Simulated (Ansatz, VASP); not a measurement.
AlRu: VASP beside Ansatz

```
Al Ru
1.0
     3.00408    0.00000    0.00000
     0.00000    3.00408    0.00000
     0.00000    0.00000    2.91396
Al Ru
1 1
Direct
  0.00000 0.00000 0.00000
  0.50000 0.50000 0.50000
```

Change from the starting cell: strain +0.000 along x and y, -0.030 along z, atoms carried along.

Alike in both runs: task single point; functional PBE; k mesh 20 × 20 × 20; occupations gaussian, width 0.15 eV; no spin polarisation.

|  | VASP | Ansatz |
| --- | --- | --- |
| version | VASP 6.6.1 | Ansatz 0.2.0 |
| potentials or method | VASP PAW PBE potentials, release 64 (Al, Ru_pv), cutoff 520 eV | scalar-relativistic, plane waves, PAW |
| valence electrons in the cell | 17 | 19 |

|  | VASP | Ansatz | Ansatz less VASP |
| --- | --- | --- | --- |
| gap on the k mesh at the Fermi level (eV) | none | none | - |
| pressure (GPa) | 6.7 | 6.7 | +0.04 |
| traceless stress, the component that is largest in VASP (GPa) | 3.82 | 3.80 | -0.016 |

A gap of «none» marks a metal or a gap that the smearing closes. VASP's potentials hold 17 valence electrons a cell and Ansatz's 19, so a difference there can come from the potentials and not from the codes.
